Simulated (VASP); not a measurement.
# Rh (P6_3/mmc) in VASP: a series of runs

The runs below take Rh through single point, with LDA, r2SCAN.

Everything below comes from runs of VASP 6.6.1. Logs are shortened: lines on timing, memory, paths and dates and some standing lists are left out, and cuts for length are marked.

**1. The cell of the first run**

It takes space group P6_3/mmc (No. 194, hexagonal). The conventional cell has a = 2.692 Å, b = 2.692 Å, c = 8.798 Å, α = 90.00°, β = 90.00°, γ = 120.00°. Rh (site symmetry -6m2) has 12 Rh at 2.69 Å within 3.5 Å. Rh (site symmetry -3m) has 12 Rh at 2.69 Å within 3.5 Å.

**2. Single point, LDA**

Contents of INCAR:

```
SYSTEM = Rh
ALGO = Normal
EDIFF = 1E-6
ENCUT = 520
GGA = CA
ISIF = 2
ISMEAR = -1
LASPH = .True.
LCHARG = .False.
LREAL = .False.
LWAVE = .False.
NBANDS = 38
NELM = 80
PREC = Accurate
SIGMA = 0.05
```

Contents of KPOINTS:

```
k-points
0
Gamma
  6 6 2
  0 0 0
```

Contents of POSCAR:

```
Rh
1.0
    2.6917446234      0.0000000000      0.0000000000
   -1.3458723117      2.3311192244      0.0000000000
    0.0000000000      0.0000000000      8.7980701300
Rh
4
Direct
    0.6666666667      0.3333333333      0.7500000000
    0.0000000000      0.0000000000      0.5000000000
    0.3333333333      0.6666666667      0.2500000000
    0.0000000000      0.0000000000      0.0000000000
```

Potentials or basis: VASP PAW LDA potentials, release 64 (Rh_pv).

Launch:

```
$ cat potpaw_LDA.64/Rh_pv/POTCAR > POTCAR
$ mpirun -np 1 vasp_std > vasp.out
```

OUTCAR:

```text
SYSTEM = Rh
   EDIFF = 1E-6
   ENCUT = 520
   GGA = CA
   ISIF = 2
   ISMEAR = -1
   LASPH = .True.
   LREAL = .False.
   NELM = 80
   PREC = Accurate

 ion  position               nearest neighbor table
   1  0.667  0.333  0.750-   2 2.69   4 2.69   2 2.69   4 2.69   2 2.69   4 2.69
   2  0.000  0.000  0.500-   1 2.69   3 2.69   1 2.69   3 2.69   1 2.69   3 2.69
   3  0.333  0.667  0.250-   2 2.69   4 2.69   2 2.69   4 2.69   2 2.69   4 2.69
   4  0.000  0.000  0.000-   1 2.69   3 2.69   1 2.69   3 2.69   1 2.69   3 2.69

  LATTYP: Found a hexagonal cell.
 ALAT       =     2.6917446234
 C/A-ratio  =     3.2685382014

  Lattice vectors:

 A1 = (   2.6917446234,   0.0000000000,   0.0000000000)
 A2 = (  -1.3458723117,   2.3311192244,   0.0000000000)
 A3 = (   0.0000000000,   0.0000000000,   8.7980701300)

Analysis of symmetry for initial positions (statically):
=====================================================================
 Subroutine PRICEL returns:
 Original cell was already a primitive cell.

 Routine SETGRP: Setting up the symmetry group for a
 hexagonal supercell.

 Subroutine GETGRP returns: Found 24 space group operations
 (whereof 12 operations were pure point group operations)
 out of a pool of 24 trial point group operations.

The static configuration has the point symmetry D_3d.
 The point group associated with its full space group is D_6h.

Analysis of symmetry for dynamics (positions and initial velocities):
=====================================================================
 Subroutine PRICEL returns:
 Original cell was already a primitive cell.

 Routine SETGRP: Setting up the symmetry group for a
 hexagonal supercell.

 Subroutine GETGRP returns: Found 24 space group operations
 (whereof 12 operations were pure point group operations)
 out of a pool of 24 trial point group operations.

The dynamic configuration has the point symmetry D_3d.
 The point group associated with its full space group is D_6h.

 Subroutine INISYM returns: Found 24 space group operations
 (whereof 12 operations are pure point group operations),
 and found     1 'primitive' translations

----------------------------------------------------------------------------------------

                                     Primitive cell

  volume of cell :      55.2059

  direct lattice vectors                    reciprocal lattice vectors
     2.691744623  0.000000000  0.000000000     0.371506268  0.214489244  0.000000000
[... 79 lines left out ...]
   EDIFF  = 0.1E-05   stopping-criterion for ELM
   LREAL  =      F    real-space projection
   EDIFFG = 0.1E-04   stopping-criterion for IOM
   NSW    =      0    number of steps for IOM
   IBRION =     -1    ionic relax: 0-MD 1-quasi-New 2-CG
   NFREE  =      0    steps in history (QN), initial steepest desc. (CG)
   ISIF   =      2    stress and relaxation
   ISYM   =      2    0-nonsym 1-usesym 2-fastsym
   POTIM  = 0.5000    time-step for ionic-motion
   TEBEG  =    0.0;   TEEND  =   0.0 temperature during run
   PSTRESS=    0.0 pullay stress
   NELECT =      60.0000    total number of electrons
   NUPDOWN=      -1.0000    fix difference up-down
   EMIN   =  10.00;   EMAX   =-10.00  energy-range for DOS
   EFERMI =   0.00;   METHOD = LEGACY
   ISMEAR =    -1;   SIGMA  =   0.05  broadening in eV -4-tet -1-fermi 0-gaus
   EFERMI_NEDOS =   21; number of points for ismear=-14 and -15
   IALGO  =     38    algorithm
   IMIX   =      4    mixing-type and parameters
     AMIX     =   0.40;   BMIX     =  1.00
     AMIX_MAG =   1.60;   BMIX_MAG =  1.00
  volume/ion in A,a.u.               =      13.80        93.14
  Fermi-wavevector in a.u.,A,eV,Ry     =   1.683178  3.180745 38.546496  2.833088
  Thomas-Fermi vector in A             =   2.766425
   LORBIT       =      0    0 simple, 1 ext, 2 COOP (PROOUT), +10 PAW based schemes
   GGA     = CA    functional components
   LHFCALC =     F    Hartree Fock is set to
   AEXX    =    0.0000 exact exchange contribution
   IVDW    =     0    specifies the selected vdW correction
   LEPSILON=     F    determine dielectric tensor
   LRPA    =     F    only Hartree local field effects (RPA)
 non-spin polarized calculation
  energy-cutoff  :      520.00
  volume of cell :       55.21
 maximum number of plane-waves:      1512
 NGX is ok and might be reduce to    20
   NGX =  9   NGY =  9   NGZ = 33

 number of electron      59.9999994 magnetization

 Free energy of the ion-electron system (eV)
  ---------------------------------------------------
  ext. energy  EPLUGINS =         0.00000000
  ---------------------------------------------------
  free energy    TOTEN  =       -34.48637535 eV

  energy without entropy =      -34.42493457  energy(sigma->0) =      -34.45565496

 E-fermi :  11.6063     XC(G=0): -14.3274

 val. band max:       11.6017837322   @ k =   0.3333   0.1667   0.5000
 cond. band min:      11.6995760440   @ k =   0.3333   0.0000   0.0000
 fundamental gap:      0.0977923118
 Fermi energy:        11.6063411755

 k-point     1 :       0.0000    0.0000    0.0000
  band No.  band energies     occupation
      1     -35.2912      2.00000
      2     -34.9413      2.00000
      3     -34.9198      2.00000
      4     -34.5997      2.00000
      5     -34.5997      2.00000
      6     -34.5632      2.00000
[... 563 lines left out ...]
     37      19.3650      0.00000
     38      19.3650      0.00000

------------------------ aborting loop because EDIFF is reached ----------------------------------------

  FORCE on cell =-STRESS in cart. coord.  units (eV):
  Direction    XX          YY          ZZ          XY          YZ          ZX
  --------------------------------------------------------------------------------------
  -------------------------------------------------------------------------------------
  Total       -2.9134857     -2.9134857     -4.7644693     -0.0000000     -0.0000000      0.0000000
  in kB      -84.5546932    -84.5546932   -138.2736269     -0.0000000     -0.0000000      0.0000000
  external PRESSURE =    -102.4610044 kB  Pullay stress =       0.0000000 kB

 VOLUME and BASIS-vectors are now :
 -----------------------------------------------------------------------------
  energy-cutoff  :      520.00
  volume of cell :       55.21
      direct lattice vectors                 reciprocal lattice vectors
     2.691744623  0.000000000  0.000000000     0.371506268  0.214489244  0.000000000
    -1.345872312  2.331119224  0.000000000     0.000000000  0.428978488  0.000000000
     0.000000000  0.000000000  8.798070130     0.000000000  0.000000000  0.113661290

 POSITION                                       TOTAL-FORCE (eV/Angst)
 -----------------------------------------------------------------------------------
      1.34587      0.77704      6.59855         0.000000      0.000000     -0.000000
      0.00000      0.00000      4.39904         0.000000      0.000000      0.000000
     -0.00000      1.55408      2.19952        -0.000000      0.000000      0.000000
      0.00000      0.00000      0.00000         0.000000      0.000000      0.000000
 -----------------------------------------------------------------------------------
    total drift:                                0.000000     -0.000000      0.000000

  FREE ENERGIE OF THE ION-ELECTRON SYSTEM (eV)
  ---------------------------------------------------
  free  energy   TOTEN  =       -34.4863753526 eV

  energy  without entropy=      -34.4249345677  energy(sigma->0) =      -34.45565496
```

It took 26 s on 1 thread of Intel Xeon 6975P-C, shared host; peak memory 0.15 GiB.

What came out:

* Free energy: -34.4864 eV
* Pressure: -10.2 GPa
* Band gap on the k mesh: zero (band 30 reaches 12.50 eV, above the bottom of band 31 at 10.48 eV)

Levels at points of the mesh, in eV from the Fermi level:
```
           k point  band 28  band 29  band 30  band 31  band 32  band 33
(0.00, 0.00, 0.00)    -1.39    -1.39    -0.82    -0.82    -0.30    -0.30
(0.50, 0.00, 0.00)     0.65     0.74     0.90     0.91     0.92     1.26
(0.00, 0.00, 0.50)    -1.13    -1.09    -1.09    -1.09    -1.09     0.11
(0.50, 0.00, 0.50)    -0.07     0.68     0.68     0.89     0.89     2.91
```

Caveat: the k points lie up to 0.45 Å⁻¹ apart.

**3. Single point, r2SCAN**

POSCAR is that of step 2.

Contents of INCAR.step1:

```
  ALGO = Normal
  EDIFF = 1E-4
  ENCUT = 520
  GGA = PE
  ISMEAR = -1
  LASPH = T
  LCHARG = F
  LREAL = F
  LWAVE = T
  NBANDS = 38
  NELM = 100
  PREC = Accurate
  SIGMA = 0.05
```

Contents of INCAR.step2:

```
  ALGO = Normal
  EDIFF = 1E-6
  ENCUT = 520
  ISIF = 2
  ISMEAR = -1
  ISTART = 1
  LASPH = T
  LCHARG = F
  LMIXTAU = T
  LREAL = F
  LWAVE = F
  METAGGA = R2SCAN
  NBANDS = 38
  NELM = 100
  PREC = Accurate
  SIGMA = 0.05
```

Contents of KPOINTS:

```
k-points
0
Gamma
  6 6 2
```

Potentials or basis: VASP PAW PBE potentials, release 64 (Rh_pv).

Launch:

```
$ cat potpaw_PBE.64/Rh_pv/POTCAR > POTCAR
$ cp INCAR.step1 INCAR
$ mpirun -np 1 vasp_std > vasp.out
$ cp INCAR.step2 INCAR
$ mpirun -np 1 vasp_std > vasp.out
```

OUTCAR:

```text
EDIFF = 1E-6
   ENCUT = 520
   ISIF = 2
   ISMEAR = -1
   ISTART = 1
   LASPH = T
   LREAL = F
   METAGGA = R2SCAN
   NELM = 100
   PREC = Accurate

 ion  position               nearest neighbor table
   1  0.667  0.333  0.750-   2 2.69   4 2.69   2 2.69   4 2.69   2 2.69   4 2.69
   2  0.000  0.000  0.500-   1 2.69   3 2.69   1 2.69   3 2.69   1 2.69   3 2.69
   3  0.333  0.667  0.250-   2 2.69   4 2.69   2 2.69   4 2.69   2 2.69   4 2.69
   4  0.000  0.000  0.000-   1 2.69   3 2.69   1 2.69   3 2.69   1 2.69   3 2.69

  LATTYP: Found a hexagonal cell.
 ALAT       =     2.6917446234
 C/A-ratio  =     3.2685382014

  Lattice vectors:

 A1 = (   2.6917446234,   0.0000000000,   0.0000000000)
 A2 = (  -1.3458723117,   2.3311192244,   0.0000000000)
 A3 = (   0.0000000000,   0.0000000000,   8.7980701300)

Analysis of symmetry for initial positions (statically):
=====================================================================
 Subroutine PRICEL returns:
 Original cell was already a primitive cell.

[... 161 lines left out ...]

  energy without entropy =      -96.29709918  energy(sigma->0) =      -96.32580749

 E-fermi :  11.6212     XC(G=0): -15.1814

 val. band max:       11.6191571270   @ k =   0.3333   0.1667   0.5000
 cond. band min:      11.6220942911   @ k =   0.3333   0.3333   0.0000
 fundamental gap:      0.0029371641
 Fermi energy:        11.6211597392

 k-point     1 :       0.0000    0.0000    0.0000
  band No.  band energies     occupation
      1     -36.9318      2.00000
      2     -36.5663      2.00000
      3     -36.5372      2.00000
      4     -36.2084      2.00000
      5     -36.2084      2.00000
      6     -36.1735      2.00000
[... 563 lines left out ...]
     37      19.8686      0.00000
     38      19.8686      0.00000

------------------------ aborting loop because EDIFF is reached ----------------------------------------

  FORCE on cell =-STRESS in cart. coord.  units (eV):
  Direction    XX          YY          ZZ          XY          YZ          ZX
  --------------------------------------------------------------------------------------
  -------------------------------------------------------------------------------------
  Total        0.8378619      0.8378619     -1.0934312      0.0000000     -0.0000000     -0.0000000
  in kB       24.3162885     24.3162885    -31.7333777      0.0000000     -0.0000000     -0.0000000
  external PRESSURE =       5.6330665 kB  Pullay stress =       0.0000000 kB

 VOLUME and BASIS-vectors are now :
 -----------------------------------------------------------------------------
  energy-cutoff  :      520.00
  volume of cell :       55.21
      direct lattice vectors                 reciprocal lattice vectors
     2.691744623  0.000000000  0.000000000     0.371506268  0.214489244  0.000000000
    -1.345872312  2.331119224  0.000000000     0.000000000  0.428978488  0.000000000
     0.000000000  0.000000000  8.798070130     0.000000000  0.000000000  0.113661290

 POSITION                                       TOTAL-FORCE (eV/Angst)
 -----------------------------------------------------------------------------------
      1.34587      0.77704      6.59855         0.000000     -0.000000     -0.000000
      0.00000      0.00000      4.39904        -0.000000      0.000000     -0.000000
     -0.00000      1.55408      2.19952        -0.000000      0.000000      0.000000
      0.00000      0.00000      0.00000        -0.000000      0.000000     -0.000000
 -----------------------------------------------------------------------------------
    total drift:                                0.000000     -0.000000      0.000000

  FREE ENERGIE OF THE ION-ELECTRON SYSTEM (eV)
  ---------------------------------------------------
  free  energy   TOTEN  =       -96.3545158083 eV

  energy  without entropy=      -96.2970991757  energy(sigma->0) =      -96.32580749
```

OUTCAR.step1:

```text
EDIFF = 1E-4
   ENCUT = 520
   GGA = PE
   ISMEAR = -1
   LASPH = T
[... 791 lines left out ...]
      1.34587      0.77704      6.59855         0.000000     -0.000000      0.000000
      0.00000      0.00000      4.39904        -0.000000      0.000000     -0.000000
     -0.00000      1.55408      2.19952        -0.000000      0.000000     -0.000000
      0.00000      0.00000      0.00000        -0.000000      0.000000     -0.000000
 -----------------------------------------------------------------------------------
    total drift:                                0.000000     -0.000000      0.000000

  FREE ENERGIE OF THE ION-ELECTRON SYSTEM (eV)
  ---------------------------------------------------
  free  energy   TOTEN  =       -28.8460025833 eV

  energy  without entropy=      -28.7850010147  energy(sigma->0) =      -28.81550180
```

OSZICAR.step1:

```text
N       E                     dE             d eps       ncg     rms          rms(c)
DAV:   1     0.770756469939E+03    0.77076E+03   -0.36878E+04  1088   0.182E+03
DAV:   2    -0.642420227208E+01   -0.77718E+03   -0.75645E+03  1118   0.572E+02
DAV:   3    -0.305773115907E+02   -0.24153E+02   -0.23539E+02  1154   0.111E+02
DAV:   4    -0.308007912562E+02   -0.22348E+00   -0.22328E+00  1184   0.108E+01
DAV:   5    -0.308048449827E+02   -0.40537E-02   -0.40537E-02  1168   0.146E+00    0.203E+01
DAV:   6    -0.289313053922E+02    0.18735E+01   -0.56125E+00  1136   0.181E+01    0.720E+00
DAV:   7    -0.289077509794E+02    0.23554E-01   -0.40726E-01  1166   0.595E+00    0.361E+00
DAV:   8    -0.289000266906E+02    0.77243E-02   -0.63656E-01  1136   0.754E+00    0.305E+00
DAV:   9    -0.288466246029E+02    0.53402E-01   -0.18348E-01  1118   0.372E+00    0.563E-01
DAV:  10    -0.288461308678E+02    0.49374E-03   -0.33404E-03  1130   0.469E-01    0.151E-01
DAV:  11    -0.288460046494E+02    0.12622E-03   -0.28101E-04   714   0.123E-01    0.396E-02
DAV:  12    -0.288460025833E+02    0.20662E-05   -0.46901E-05   568   0.628E-02
   1 F= -.28846003E+02 E0= -.28815502E+02  d E =-.610016E-01
```

Run time: 2.1 min. Hardware: 1 thread of Intel Xeon 6975P-C, shared host; peak memory 0.18 GiB.

Results:

```
Free energy            : -96.3545 eV
Pressure               : 0.6 GPa
Band gap on the k mesh : zero (band 30 reaches 12.56 eV, above the bottom of band 31 at 10.46 eV)
```

Caveat: the k points lie up to 0.45 Å⁻¹ apart; the PAW data sets were made with another functional, which shifts forces and pressure a little.

**4. Single point, LDA**

Contents of INCAR:

```
SYSTEM = Rh
PREC = Accurate ; ENCUT = 520
EDIFF = 1E-7 ; ISMEAR = -1
SIGMA = 0.05 ; LREAL = .False.
LASPH = .True. ; NELM = 100
ALGO = Normal ; ISIF = 2
LWAVE = .False. ; LCHARG = .True.
LELF = .True. ; LVHAR = .True.
NBANDS = 38
```

Contents of KPOINTS:

```
regular mesh
0
Gamma
  11 11 3
  0 0 0
```

POSCAR is that of step 3.

Potentials or basis: VASP PAW LDA potentials, release 64 (Rh_pv).

Launch:

```
$ cat potpaw_LDA.64/Rh_pv/POTCAR > POTCAR
$ mpirun -np 1 vasp_std > vasp.out
```

Wall time 63 s (1 thread of AMD EPYC 9R45 (Zen 5), shared host); peak memory 0.14 GiB.

The run converged. Its results:

```yaml
Free_energy: -34.5977 eV
Pressure: -10.8 GPa
Band_gap_on_the_k_mesh: zero (band 30 reaches 12.29 eV, above the bottom of band 31 at 10.65 eV)
```

Stress tensor (GPa, compression positive):
```
-10.27   0.00   0.00
  0.00 -10.27   0.00
  0.00   0.00 -11.96
```

Levels at points of the mesh, in eV from the Fermi level:
```csv
k point,band 28,band 29,band 30,band 31,band 32,band 33
"(0.00, 0.00, 0.00)",-1.43,-1.43,-0.84,-0.84,-0.34,-0.34
```

**5. The runs side by side**

| level | potentials or basis | k mesh | gap on the mesh (eV) | pressure (GPa) |
| --- | --- | --- | --- | --- |
| LDA | VASP PAW LDA potentials, release 64 (Rh_pv) | 6 × 6 × 2 | none | -10.2 |
| r2SCAN | VASP PAW PBE potentials, release 64 (Rh_pv) | 6 × 6 × 2 | none | 0.6 |
| LDA | VASP PAW LDA potentials, release 64 (Rh_pv) | 11 × 11 × 3 | none | -10.8 |

Alike in all rows: task single point; no spin polarisation; cell as given; cutoff (eV) 520; smearing fermi-dirac 0.05 eV.

Caveats: some runs use coarse meshes; the PAW data sets were made with another functional, which shifts forces and pressure a little (some runs).

Total energies depend on the potentials used, so only differences within one code and one set of settings carry meaning.
